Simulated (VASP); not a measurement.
## ZnO: single point with LDA

ZnO:

```
Zn O
1.0
     3.23534    0.00000    0.00000
    -1.61767    2.80189    0.00000
     0.00000    0.00000    5.21095
Zn O
2 2
Direct
  0.33333 0.66667 0.99765
  0.66667 0.33333 0.49765
  0.33333 0.66667 0.37735
  0.66667 0.33333 0.87735
```

```json
{
 "Program": "VASP 6.6.1",
 "Task": "single point",
 "Functional": "LDA",
 "Potentials or basis": "VASP PAW LDA potentials, release 64 (Zn, O)",
 "Cutoff": "520 eV",
 "k mesh": "12 × 12 × 6",
 "Occupations": "gaussian, width 0.01 eV",
 "Spin": "no spin polarisation",
 "Dipole correction": "no",
 "Further INCAR settings": "ALGO = Normal; EDIFF = 1e-06; NBANDS = 26"
}
```

| Item | Value |
| --- | --- |
| Pressure | -5.0 GPa |
| Largest force | 0.009 eV/Å |
| Band gap on the k mesh | 0.75 eV, direct |

Forces in eV/Å, atoms in the order of the input:
```
Zn   0.000  0.000  0.009
Zn   0.000  0.000  0.009
O    0.000  0.000 -0.009
O    0.000  0.000 -0.009
```

Stress tensor (GPa, compression positive):
```
-5.14  0.00  0.00
 0.00 -5.14  0.00
 0.00  0.00 -4.82
```

Levels at points of the mesh, in eV from the valence-band top:
```tsv
k point	band 16	band 17	band 18	band 19	band 20	band 21
(0.00, 0.00, 0.00)	-0.09	0.00	0.00	0.75	5.12	8.09
(0.50, 0.00, 0.00)	-2.32	-1.32	-0.86	5.71	6.72	7.43
(0.00, 0.00, 0.50)	-0.40	-0.40	-0.40	3.40	3.40	9.91
(0.50, 0.00, 0.50)	-1.54	-1.40	-1.40	5.58	5.58	8.34
```

Run time: 26 s on 1 thread of Intel(R) Xeon(R) 6975P-C (Granite Rapids), with other jobs on the host, peak memory 0.19 GiB.

A hybrid or GW would open this gap; LDA tends to underestimate it.
